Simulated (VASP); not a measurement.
Input of a VASP 6.6.1 run:

The input INCAR:

```
SYSTEM = GaSb2
PREC     = Accurate       ! precision mode
ENCUT    = 520            ! plane-wave cutoff, eV
EDIFF    = 1E-7           ! SCF threshold, eV
ISMEAR   = 0              ! smearing method
SIGMA    = 0.1            ! smearing width, eV
LREAL    = .FALSE.        ! projectors in reciprocal space
LASPH    = .TRUE.         ! aspherical terms in the spheres
NELM     = 80             ! most SCF steps
ALGO     = Normal         ! electronic algorithm
ISIF     = 2              ! what is computed and relaxed
LWAVE    = .FALSE.        ! write WAVECAR
LCHARG   = .FALSE.        ! write CHGCAR
GGA      = PE             ! functional
NBANDS   = 32             ! bands
```

The input KPOINTS:

```
regular mesh
0
G
  4 4 2
  0 0 0
```

POSCAR

```
GaSb2
1.0
    4.2801547403      0.0000000000      0.0000000000
    0.0000000000      4.2801547403      0.0000000000
    0.0000000000      0.0000000000      8.6992500616
Ga Sb
2 4
Direct
    0.5000000000      0.0000000000      0.3569557246
    0.0000000000      0.5000000000      0.6430442754
    0.0000000000      0.0000000000      0.0000000000
    0.5000000000      0.5000000000      0.0000000000
    0.5000000000      0.0000000000      0.6957789093
    0.0000000000      0.5000000000      0.3042210907
```

Potentials or basis: VASP PAW PBE potentials, release 64 (Ga_d, Sb).

Launch:

```sh
$ cat potpaw_PBE.64/Ga_d/POTCAR potpaw_PBE.64/Sb/POTCAR > POTCAR
$ mpirun -np 1 vasp_std > vasp.out
```

(1) What does it give for the largest force?

(2) What does it give for the pressure?

(3) Predict the band gap on the k mesh.

Answers

(1) 0.041 eV/Å.

(2) 0.2 GPa.

(3) zero (bands 23 and 24 overlap by 1.65 eV).

Caveat: the k points lie up to 0.37 Å⁻¹ apart, too coarse for converged energies and pressures of a metal; spin-orbit coupling is left out, which moves the levels of the heavy elements.
